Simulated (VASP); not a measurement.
# Sb2W (P-3m1) in VASP: notebook

Sb2W is run at these levels: PBE; tasks: single point.

Everything below comes from runs of VASP 6.6.1. Logs are shortened: lines on timing, memory, paths and dates and some standing lists are left out, and cuts for length are marked.

## Step 1: The cell of the first run

It takes space group P-3m1 (No. 164, trigonal). Conventional cell: a = 3.472 Å, b = 3.472 Å, c = 6.958 Å, α = 90.00°, β = 90.00°, γ = 120.00°. Within 3.7 Å of W (site symmetry -3m) lie 6 Sb at 2.78 Å and 6 W at 3.47 Å. Within 3.7 Å of Sb (site symmetry 3m) lie 3 W at 2.78 Å and 9 Sb at 3.47 to 3.70 Å.

## Step 2: Single point, PBE (volume scaled by 1.040)

Contents of INCAR:

```
SYSTEM = Sb2W
ALGO = Normal
EDIFF = 1E-6
ENCUT = 520
GGA = PE
ISIF = 2
ISMEAR = 0
LASPH = .True.
LCHARG = .False.
LREAL = .False.
LWAVE = .False.
NBANDS = 19
NELM = 60
PREC = Accurate
SIGMA = 0.05
```

Contents of KPOINTS:

```
k-points
0
Gamma
  12 12 6
  0 0 0
```

Contents of POSCAR:

```
Sb2W
1.0
    3.4719583870      0.0000000000      0.0000000000
   -1.7359791935      3.0068041640      0.0000000000
    0.0000000000      0.0000000000      6.9578973392
W Sb
1 2
Direct
    0.0000000000      0.0000000000      0.0000000000
    0.3333333333      0.6666666667      0.2769005491
    0.6666666667      0.3333333333      0.7230994509
```

Potentials or basis: VASP PAW PBE potentials, release 64 (W_sv, Sb).

On the command line:

```console
$ cat potpaw_PBE.64/W_sv/POTCAR potpaw_PBE.64/Sb/POTCAR > POTCAR
$ mpirun -np 1 vasp_std > vasp.out
```

OUTCAR:

```text
SYSTEM = Sb2W
   EDIFF = 1E-6
   ENCUT = 520
   GGA = PE
   ISIF = 2
   ISMEAR = 0
   LASPH = .True.
   LREAL = .False.
   NELM = 60
   PREC = Accurate

 ion  position               nearest neighbor table
   1  0.000  0.000  0.000-   2 2.78   3 2.78   2 2.78   3 2.78   3 2.78   2 2.78
   2  0.333  0.667  0.277-   1 2.78   1 2.78   1 2.78   3 3.70   3 3.70   3 3.70
   3  0.667  0.333  0.723-   1 2.78   1 2.78   1 2.78   2 3.70   2 3.70   2 3.70

  LATTYP: Found a hexagonal cell.
 ALAT       =     3.4719583870
 C/A-ratio  =     2.0040267087

  Lattice vectors:

 A1 = (   3.4719583870,   0.0000000000,   0.0000000000)
 A2 = (  -1.7359791935,   3.0068041640,   0.0000000000)
 A3 = (   0.0000000000,   0.0000000000,   6.9578973392)

Analysis of symmetry for initial positions (statically):
=====================================================================
 Subroutine PRICEL returns:
 Original cell was already a primitive cell.

 Routine SETGRP: Setting up the symmetry group for a
 hexagonal supercell.

 Subroutine GETGRP returns: Found 12 space group operations
 (whereof 12 operations were pure point group operations)
 out of a pool of 24 trial point group operations.

The static configuration has the point symmetry D_3d.

Analysis of symmetry for dynamics (positions and initial velocities):
=====================================================================
 Subroutine PRICEL returns:
 Original cell was already a primitive cell.

 Routine SETGRP: Setting up the symmetry group for a
 hexagonal supercell.

 Subroutine GETGRP returns: Found 12 space group operations
 (whereof 12 operations were pure point group operations)
 out of a pool of 24 trial point group operations.

The dynamic configuration has the point symmetry D_3d.

 Subroutine INISYM returns: Found 12 space group operations
 (whereof 12 operations are pure point group operations),
 and found     1 'primitive' translations

----------------------------------------------------------------------------------------

                                     Primitive cell

  volume of cell :      72.6370

  direct lattice vectors                    reciprocal lattice vectors
     3.471958387  0.000000000  0.000000000     0.288021885  0.166289513  0.000000000
    -1.735979193  3.006804164  0.000000000     0.000000000  0.332579026  0.000000000
     0.000000000  0.000000000  6.957897339     0.000000000  0.000000000  0.143721580

  length of vectors
     3.471958387  3.471958387  6.957897339     0.332579026  0.332579026  0.143721580

  position of ions in fractional coordinates (direct lattice)
     0.000000000  0.000000000  0.000000000
     0.333333333  0.666666667  0.276900549
     0.666666667  0.333333333  0.723099451

  ion indices of the primitive-cell ions
   primitive index   ion index
                 1           1
                 2           2
                 3           3

----------------------------------------------------------------------------------------

 KPOINTS: k-points

Automatic generation of k-mesh.
 Grid dimensions read from file:
 generate k-points for:   12   12    6

 Generating k-lattice:

  Cartesian coordinates                     Fractional coordinates (reciprocal lattice)
     0.024001824  0.013857459  0.000000000     0.083333333  0.000000000  0.000000000
     0.000000000  0.027714919  0.000000000     0.000000000  0.083333333  0.000000000
     0.000000000  0.000000000  0.023953597     0.000000000  0.000000000  0.166666667

  Length of vectors
     0.027714919  0.027714919  0.023953597

  Shift w.r.t. Gamma in fractional coordinates (k-lattice)
     0.000000000  0.000000000  0.000000000

 Subroutine IBZKPT returns following result:
 ===========================================

 Found    100 irreducible k-points:

 Following reciprocal coordinates:
            Coordinates               Weight
  0.000000  0.000000  0.000000      1.000000
  0.083333 -0.000000  0.000000      6.000000
  0.166667 -0.000000  0.000000      6.000000
  0.250000 -0.000000  0.000000      6.000000
  0.333333 -0.000000  0.000000      6.000000
  0.416667  0.000000  0.000000      6.000000
[... 16 lines left out ...]
  0.166667 -0.000000  0.166667      6.000000
  0.000000  0.166667  0.166667      6.000000
 [... further k-points ...]
   k-points           NKPTS =    100   k-points in BZ     NKDIM =    100   number of bands    NBANDS=     19
   number of dos      NEDOS =    301   number of ions     NIONS =      3
   total plane-waves  NPLWV =  42336
   dimension x,y,z NGX =    28 NGY =   28 NGZ =   54
   dimension x,y,z NGXF=    56 NGYF=   56 NGZF=  108
   ions per type =               1   2
   NGX,Y,Z   is equivalent  to a cutoff of  13.41, 13.41, 12.90 a.u.
   NGXF,Y,Z  is equivalent  to a cutoff of  26.81, 26.81, 25.80 a.u.
 SYSTEM =  Sb2W
   PREC   = accura    normal or accurate (medium, high low for compatibility)
   ISTART =      0    job   : 0-new  1-cont  2-samecut
   ICHARG =      2    charge: 1-file 2-atom 10-const
   ISPIN  =      1    spin polarized calculation?
   LNONCOLLINEAR =      F non collinear calculations
   LSORBIT =      F    spin-orbit coupling
   LASPH  =      T    aspherical Exc in radial PAW
   ENCUT  =  520.0 eV  38.22 Ry    6.18 a.u.   6.46  6.46 12.94*2*pi/ulx,y,z
   NELM   =     60;   NELMIN=  2; NELMDL= -5     # of ELM steps
   EDIFF  = 0.1E-05   stopping-criterion for ELM
   LREAL  =      F    real-space projection
   EDIFFG = 0.1E-04   stopping-criterion for IOM
   NSW    =      0    number of steps for IOM
   IBRION =     -1    ionic relax: 0-MD 1-quasi-New 2-CG
   NFREE  =      0    steps in history (QN), initial steepest desc. (CG)
   ISIF   =      2    stress and relaxation
   ISYM   =      2    0-nonsym 1-usesym 2-fastsym
   POTIM  = 0.5000    time-step for ionic-motion
   TEBEG  =    0.0;   TEEND  =   0.0 temperature during run
   PSTRESS=    0.0 pullay stress
   NELECT =      24.0000    total number of electrons
   NUPDOWN=      -1.0000    fix difference up-down
   EMIN   =  10.00;   EMAX   =-10.00  energy-range for DOS
   EFERMI =   0.00;   METHOD = LEGACY
   ISMEAR =     0;   SIGMA  =   0.05  broadening in eV -4-tet -1-fermi 0-gaus
   EFERMI_NEDOS =   21; number of points for ismear=-14 and -15
   IALGO  =     38    algorithm
   IMIX   =      4    mixing-type and parameters
     AMIX     =   0.40;   BMIX     =  1.00
     AMIX_MAG =   1.60;   BMIX_MAG =  1.00
  volume/ion in A,a.u.               =      24.21       163.39
  Fermi-wavevector in a.u.,A,eV,Ry     =   1.131773  2.138741 17.427842  1.280910
  Thomas-Fermi vector in A             =   2.268473
   LORBIT       =      0    0 simple, 1 ext, 2 COOP (PROOUT), +10 PAW based schemes
   GGA     = PE    functional components
   LHFCALC =     F    Hartree Fock is set to
   AEXX    =    0.0000 exact exchange contribution
   IVDW    =     0    specifies the selected vdW correction
   LEPSILON=     F    determine dielectric tensor
   LRPA    =     F    only Hartree local field effects (RPA)
 non-spin polarized calculation
 Gauss-broadening in eV      SIGMA  =   0.05
  energy-cutoff  :      520.00
  volume of cell :       72.64
 maximum number of plane-waves:      1993
 NGX is ok and might be reduce to    28
   NGX = 13   NGY = 13   NGZ = 25

 number of electron      24.0000000 magnetization

 Free energy of the ion-electron system (eV)
  ---------------------------------------------------
  ext. energy  EPLUGINS =         0.00000000
  ---------------------------------------------------
  free energy    TOTEN  =       -20.08652003 eV

  energy without entropy =      -20.08498775  energy(sigma->0) =      -20.08575389

 E-fermi :   8.3336     XC(G=0): -10.7277

 val. band max:        8.3306251170   @ k =   0.2500  -0.0000   0.1667
 cond. band min:       8.3938896414   @ k =   0.0000   0.0000   0.5000
 fundamental gap:      0.0632645244
 Fermi energy:         8.3335827460

 k-point     1 :       0.0000    0.0000    0.0000
  band No.  band energies     occupation
      1     -65.6994      2.00000
      2     -29.8932      2.00000
      3     -29.8932      2.00000
      4     -29.8456      2.00000
      5      -3.7187      2.00000
      6      -1.7887      2.00000
[... 11 lines left out ...]
     18      14.8190      0.00000
     19      15.4894      0.00000

 k-point     2 :       0.0833   -0.0000    0.0000
  band No.  band energies     occupation
      1     -65.6991      2.00000
      2     -29.9013      2.00000
      3     -29.8952      2.00000
      4     -29.8441      2.00000
      5      -3.5973      2.00000
      6      -1.7136      2.00000
[... 11 lines left out ...]
     18      14.9800      0.00000
     19      16.0948      0.00000

 k-point     3 :       0.1667   -0.0000    0.0000
  band No.  band energies     occupation
      1     -65.6983      2.00000
      2     -29.9235      2.00000
      3     -29.9005      2.00000
      4     -29.8399      2.00000
      5      -3.2386      2.00000
      6      -1.4944      2.00000
[... 11 lines left out ...]
     18      14.8019      0.00000
     19      16.2178      0.00000

 k-point     4 :       0.2500   -0.0000    0.0000
  band No.  band energies     occupation
      1     -65.6972      2.00000
      2     -29.9536      2.00000
      3     -29.9079      2.00000
      4     -29.8342      2.00000
      5      -2.6605      2.00000
      6      -1.1539      2.00000
[... 11 lines left out ...]
     18      14.1948      0.00000
     19      15.4677      0.00000

 k-point     5 :       0.3333   -0.0000    0.0000
  band No.  band energies     occupation
      1     -65.6961      2.00000
      2     -29.9835      2.00000
      3     -29.9152      2.00000
      4     -29.8285      2.00000
      5      -1.9043      2.00000
      6      -0.7476      2.00000
[... 11 lines left out ...]
     18      14.1131      0.00000
     19      14.8677      0.00000
[... 334 lines left out ...]
      2     -29.9013      2.00000
      3     -29.8952      2.00000
      4     -29.8441      2.00000
      5      -3.5165      2.00000
      6      -1.9171      2.00000
[... 11 lines left out ...]
     18      15.3412      0.00000
     19      16.2896      0.00000

 k-point    22 :       0.0000    0.0833    0.1667
  band No.  band energies     occupation
      1     -65.6991      2.00000
      2     -29.9013      2.00000
      3     -29.8952      2.00000
      4     -29.8441      2.00000
      5      -3.5173      2.00000
      6      -1.9148      2.00000
[... 11 lines left out ...]
     18      15.2973      0.00000
     19      16.0750      0.00000

 k-point    23 :       0.1667   -0.0000    0.1667
  band No.  band energies     occupation
      1     -65.6983      2.00000
      2     -29.9235      2.00000
      3     -29.9005      2.00000
      4     -29.8399      2.00000
      5      -3.1567      2.00000
      6      -1.6857      2.00000
[... 11 lines left out ...]
     18      15.3441      0.00000
     19      16.4541      0.00000

 k-point    24 :       0.0000    0.1667    0.1667
  band No.  band energies     occupation
      1     -65.6983      2.00000
      2     -29.9235      2.00000
      3     -29.9005      2.00000
      4     -29.8399      2.00000
      5      -3.1640      2.00000
      6      -1.6667      2.00000
[... 11 lines left out ...]
     18      14.6605      0.00000
     19      15.8701      0.00000

 [... further k-points ...]
[... 5 lines left out ...]
  --------------------------------------------------------------------------------------
  -------------------------------------------------------------------------------------
  Total       -0.7362302     -0.7362302     -0.7608685      0.0000000      0.0000000      0.0000000
  in kB      -16.2392722    -16.2392722    -16.7827255      0.0000000      0.0000000      0.0000000
  external PRESSURE =     -16.4204233 kB  Pullay stress =       0.0000000 kB

 VOLUME and BASIS-vectors are now :
 -----------------------------------------------------------------------------
  energy-cutoff  :      520.00
  volume of cell :       72.64
      direct lattice vectors                 reciprocal lattice vectors
     3.471958387  0.000000000  0.000000000     0.288021885  0.166289513  0.000000000
    -1.735979193  3.006804164  0.000000000     0.000000000  0.332579026  0.000000000
     0.000000000  0.000000000  6.957897339     0.000000000  0.000000000  0.143721580

 POSITION                                       TOTAL-FORCE (eV/Angst)
 -----------------------------------------------------------------------------------
      0.00000      0.00000      0.00000         0.000000      0.000000      0.000000
     -0.00000      2.00454      1.92665         0.000000     -0.000000      0.009967
      1.73598      1.00227      5.03125        -0.000000      0.000000     -0.009967
 -----------------------------------------------------------------------------------
    total drift:                               -0.000000     -0.000000     -0.000000

  FREE ENERGIE OF THE ION-ELECTRON SYSTEM (eV)
  ---------------------------------------------------
  free  energy   TOTEN  =       -20.0865200279 eV

  energy  without entropy=      -20.0849877468  energy(sigma->0) =      -20.08575389
```

Run time: 2.3 min. Hardware: 1 thread of Intel Xeon 6975P-C, shared host; peak memory 0.29 GiB.

Results:

```yaml
Free_energy: -20.0865 eV
Pressure: -1.6 GPa
Largest_force: 0.010 eV/Å
Band_gap_on_the_k_mesh: zero (band 12 reaches 8.40 eV, above the bottom of band 13 at 8.20 eV)
```

Forces on the atoms (eV/Å):
```
W    0.000  0.000  0.000
Sb   0.000  0.000  0.010
Sb   0.000  0.000 -0.010
```

Levels at points of the mesh, in eV from the Fermi level:
```csv
k point,band 9,band 10,band 11,band 12,band 13,band 14,band 15,band 16
"(0.00, 0.00, 0.00)",-1.46,-1.28,0.06,0.06,0.75,3.96,3.96,5.37
"(0.50, 0.00, 0.00)",-3.07,-2.09,-1.60,-0.70,0.78,1.65,1.76,2.80
"(0.00, 0.00, 0.50)",-1.44,-1.44,0.06,0.06,0.45,3.57,3.57,6.02
"(0.50, 0.00, 0.50)",-3.06,-1.75,-1.70,-0.14,1.44,1.76,2.33,3.55
```

Caveat: spin-orbit coupling is left out, which moves the levels of the heavy elements.

[end of part 1 of 2]
